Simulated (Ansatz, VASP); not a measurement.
# Cs in VASP and in Ansatz

```xyz
1
Lattice="-0.2961 3.9483 3.9483 3.6522 0.0000 3.6522 3.9483 3.9483 -0.2961" Properties=species:S:1:pos:R:3 pbc="T T T"
Cs    0.0000    0.0000    0.0000
```

Change from the starting cell: strain -0.1500 x Voigt [0, 0, 0, 0, 1, 0], atoms carried along.

Alike in both runs: task single point; functional LDA; k mesh 10 × 10 × 10; occupations gaussian, width 0.15 eV; no spin polarisation.

```csv
,VASP,Ansatz
version,VASP 6.6.1,Ansatz 0.2.0
potentials or method,"VASP PAW LDA potentials, release 64 (Cs_sv), cutoff 520 eV","scalar-relativistic, plane waves, PAW"
valence electrons in the cell,9,9
```

```tsv
	VASP	Ansatz	Ansatz less VASP
gap on the k mesh at the Fermi level (eV)	none	none	-
pressure (GPa)	-0.4	-0.4	+0.01
traceless stress, the component that is largest in VASP (GPa)	0.14	0.13	-0.001
```

LDA's correlation is that of Perdew and Zunger in VASP and of Perdew and Wang (1992) in Ansatz. A gap of «none» marks a metal or a gap that the smearing closes.

Spin-orbit coupling is off throughout.
